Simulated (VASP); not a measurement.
# Lu (Fd-3m) in VASP: further runs, part 2 of 2

VASP 6.6.1. The steps go on from the part before.

## Step 3: Relaxation of cell and atoms, LDA, target pressure 20 GPa, at which the enthalpy is minimised

Input file INCAR:

```
ALGO = Normal
EDIFF = 1E-6
EDIFFG = -0.01
ENCUT = 600
GGA = CA
IBRION = 2
ISIF = 3
ISMEAR = 0
LASPH = T
LCHARG = F
LREAL = F
LWAVE = F
NELM = 60
NSW = 80
PREC = Accurate
PSTRESS = 200.0
SIGMA = 0.05
```

Input file KPOINTS:

```
k-points
0
Gamma
  5 5 5
```

Input file POSCAR:

```
Lu
1.0
    0.0000000000      3.3700000000      3.3700000000
    3.3700000000      0.0000000000      3.3700000000
    3.3700000000      3.3700000000      0.0000000000
Lu
2
Direct
    0.0000000000      0.0000000000      0.0000000000
    0.2500000000      0.2500000000      0.2500000000
```

Potentials or basis: VASP PAW PBE potentials, release 64 (Lu).

The run is started by

```sh
> cat potpaw_PBE.64/Lu/POTCAR > POTCAR
> mpirun -np 1 vasp_std > vasp.out
```

OUTCAR:

```text
EDIFF = 1E-6
   EDIFFG = -0.01
   ENCUT = 600
   GGA = CA
   IBRION = 2
   ISIF = 3
   ISMEAR = 0
   LASPH = T
   LREAL = F
   NELM = 60
   NSW = 80
   PREC = Accurate
   PSTRESS = 200.0

 ion  position               nearest neighbor table
   1  0.000  0.000  0.000-   2 2.92   2 2.92   2 2.92   2 2.92
   2  0.250  0.250  0.250-   1 2.92   1 2.92   1 2.92   1 2.92

  LATTYP: Found a face centered cubic cell.
 ALAT       =     6.7400000000

  Lattice vectors:

 A1 = (   0.0000000000,   3.3700000000,   3.3700000000)
 A2 = (   3.3700000000,   0.0000000000,   3.3700000000)
 A3 = (   3.3700000000,   3.3700000000,   0.0000000000)

Analysis of symmetry for initial positions (statically):
=====================================================================
 Subroutine PRICEL returns:
 Original cell was already a primitive cell.

 Routine SETGRP: Setting up the symmetry group for a
 face centered cubic supercell.

 Subroutine GETGRP returns: Found 48 space group operations
 (whereof 24 operations were pure point group operations)
 out of a pool of 48 trial point group operations.

The static configuration has the point symmetry T_d .
 The point group associated with its full space group is O_h .

Analysis of symmetry for dynamics (positions and initial velocities):
=====================================================================
 Subroutine PRICEL returns:
 Original cell was already a primitive cell.

 Routine SETGRP: Setting up the symmetry group for a
 face centered cubic supercell.

 Subroutine GETGRP returns: Found 48 space group operations
 (whereof 24 operations were pure point group operations)
 out of a pool of 48 trial point group operations.

The dynamic configuration has the point symmetry T_d .
 The point group associated with its full space group is O_h .

 Subroutine INISYM returns: Found 48 space group operations
 (whereof 24 operations are pure point group operations),
 and found     1 'primitive' translations

[... 79 lines left out ...]
   EDIFF  = 0.1E-05   stopping-criterion for ELM
   LREAL  =      F    real-space projection
   EDIFFG = -.1E-01   stopping-criterion for IOM
   NSW    =     80    number of steps for IOM
   IBRION =      2    ionic relax: 0-MD 1-quasi-New 2-CG
   NFREE  =      1    steps in history (QN), initial steepest desc. (CG)
   ISIF   =      3    stress and relaxation
   ISYM   =      2    0-nonsym 1-usesym 2-fastsym
   POTIM  = 0.5000    time-step for ionic-motion
   TEBEG  =    0.0;   TEEND  =   0.0 temperature during run
   PSTRESS=  200.0 pullay stress
   NELECT =      50.0000    total number of electrons
   NUPDOWN=      -1.0000    fix difference up-down
   EMIN   =  10.00;   EMAX   =-10.00  energy-range for DOS
   EFERMI =   0.00;   METHOD = LEGACY
   ISMEAR =     0;   SIGMA  =   0.05  broadening in eV -4-tet -1-fermi 0-gaus
   EFERMI_NEDOS =   21; number of points for ismear=-14 and -15
   IALGO  =     38    algorithm
   IMIX   =      4    mixing-type and parameters
     AMIX     =   0.40;   BMIX     =  1.00
     AMIX_MAG =   1.60;   BMIX_MAG =  1.00
  volume/ion in A,a.u.               =      38.27       258.28
  Fermi-wavevector in a.u.,A,eV,Ry     =   1.420447  2.684255 27.452050  2.017669
  Thomas-Fermi vector in A             =   2.541361
   LORBIT       =      0    0 simple, 1 ext, 2 COOP (PROOUT), +10 PAW based schemes
   GGA     = CA    functional components
   LHFCALC =     F    Hartree Fock is set to
   AEXX    =    0.0000 exact exchange contribution
   IVDW    =     0    specifies the selected vdW correction
   LEPSILON=     F    determine dielectric tensor
   LRPA    =     F    only Hartree local field effects (RPA)
 conjugate gradient relaxation of ions
 non-spin polarized calculation
 Gauss-broadening in eV      SIGMA  =   0.05
  energy-cutoff  :      600.00
  volume of cell :       76.55
 maximum number of plane-waves:      2637
 NGX is ok and might be reduce to    40
   NGX = 19   NGY = 19   NGZ = 19

--------------------------------------- Ionic step        1  -------------------------------------------

 number of electron      49.9999990 magnetization

 Free energy of the ion-electron system (eV)
  ---------------------------------------------------
  ext. energy  EPLUGINS =         0.00000000
  ---------------------------------------------------
  free energy    TOTEN  =        -6.07284209 eV

  energy without entropy =       -6.06349337  energy(sigma->0) =       -6.06816773

 E-fermi :   0.4108     XC(G=0):  -9.4680

 val. band max:        0.4076313409   @ k =   0.4000   0.2000   0.0000
 cond. band min:       0.4153134532   @ k =   0.2000   0.0000   0.0000
 fundamental gap:      0.0076821123
 Fermi energy:         0.4108418833

 k-point     1 :       0.0000    0.0000    0.0000
  band No.  band energies     occupation
      1     -56.0850      2.00000
      2     -55.9142      2.00000
      3     -27.1739      2.00000
      4     -27.1739      2.00000
      5     -27.1739      2.00000
      6     -26.5681      2.00000
[... 584 lines left out ...]
--------------------------------------- Ionic step        8  -------------------------------------------

 number of electron      49.9999998 magnetization

 Free energy of the ion-electron system (eV)
  ---------------------------------------------------
  ext. energy  EPLUGINS =         0.00000000
  ---------------------------------------------------
  free energy    TOTEN  =        -4.90695809 eV

  energy without entropy =       -4.90249317  energy(sigma->0) =       -4.90472563

 E-fermi :   2.5063     XC(G=0): -12.1024

 val. band max:        2.4566912123   @ k =   0.2000   0.2000   0.0000
 cond. band min:       2.5320643047   @ k =  -0.2000   0.2000   0.0000
 fundamental gap:      0.0753730924
 Fermi energy:         2.5062591089

 k-point     1 :       0.0000    0.0000    0.0000
  band No.  band energies     occupation
      1     -54.1641      2.00000
      2     -53.0513      2.00000
      3     -25.6930      2.00000
      4     -25.6930      2.00000
      5     -25.6930      2.00000
      6     -23.6116      2.00000
[... 352 lines left out ...]
  energy  without entropy=       -4.9024931732  energy(sigma->0) =       -4.90472563

  enthalpy is  TOTEN    =         0.6968169087 eV   P V=        5.6037749947

 reached required accuracy - stopping structural energy minimisation
```

CONTCAR:

```text
Lu
   1.00000000000000
     0.0000000000000000    2.8208311663716539    2.8208311663716543
     2.8208311663716539    0.0000000000000000    2.8208311663716543
     2.8208311663716539    2.8208311663716539    0.0000000000000000
  Lu
     2
Direct
     0.0000000000000000    0.0000000000000000    0.0000000000000000
     0.2500000000000000    0.2500000000000000    0.2500000000000000

  0.00000000E+00  0.00000000E+00  0.00000000E+00
  0.00000000E+00  0.00000000E+00  0.00000000E+00
```

Wall time 4.6 min (1 thread of Intel Xeon 8259CL, shared host); peak memory 0.21 GiB.

What came out:

- Free energy: -4.9070 eV
- Relaxed volume: 22.45 Å³/atom
- Relaxed cell: a = 3.989 Å, b = 3.989 Å, c = 3.989 Å, α = 60.00°, β = 60.00°, γ = 60.00°
- Space group after relaxing (to 0.1 Å): Fd-3m (No. 227)
- Energy change on relaxing (the run minimises the enthalpy): +582.9 meV/atom
- Ionic steps: 8
- Pressure after relaxing: 20.0 GPa
- Band gap on the k mesh: zero (bands 25 and 26 overlap by 0.85 eV)

The path:
```tsv
step	energy change (eV)	largest force (eV/Å)	pressure (GPa)	volume (Å³)
1	0.0000	0.0000	1.03	76.55
2	2.9198	0.0000	49.94	36.51
3	1.0760	0.0000	19.69	45.62
4	1.1393	0.0000	19.76	45.11
5	1.3640	0.0000	23.38	43.42
6	1.2044	0.0000	20.54	44.59
7	1.1464	0.0000	19.80	45.05
8	1.1659	0.0000	19.96	44.89
```

Final structure:
```yaml
crystal:
  lattice:
    - [0.00000, 2.82083, 2.82083]
    - [2.82083, 0.00000, 2.82083]
    - [2.82083, 2.82083, 0.00000]
  atoms:
    - { symbol: Lu, position: [0.00000, 0.00000, 0.00000] }
    - { symbol: Lu, position: [0.25000, 0.25000, 0.25000] }
```

Levels at points of the mesh, in eV from the Fermi level:
```tsv
k point	band 21	band 22	band 23	band 24	band 25	band 26	band 27	band 28	band 29	band 30
(0.00, 0.00, 0.00)	-5.31	-5.31	-5.31	-0.78	-0.78	1.21	1.21	1.21	4.03	4.03
```

Caveat: the cell is relaxed towards a set pressure, so the run minimises the enthalpy, not the energy; the volume moved by over 15 % at a fixed basis, so the end points are rough; the PAW data sets were made with another functional, which shifts forces and pressure a little; spin-orbit coupling is left out, which moves the levels of the heavy elements.

The gap in the log of VASP goes by the Fermi energy; the results here count the filled bands.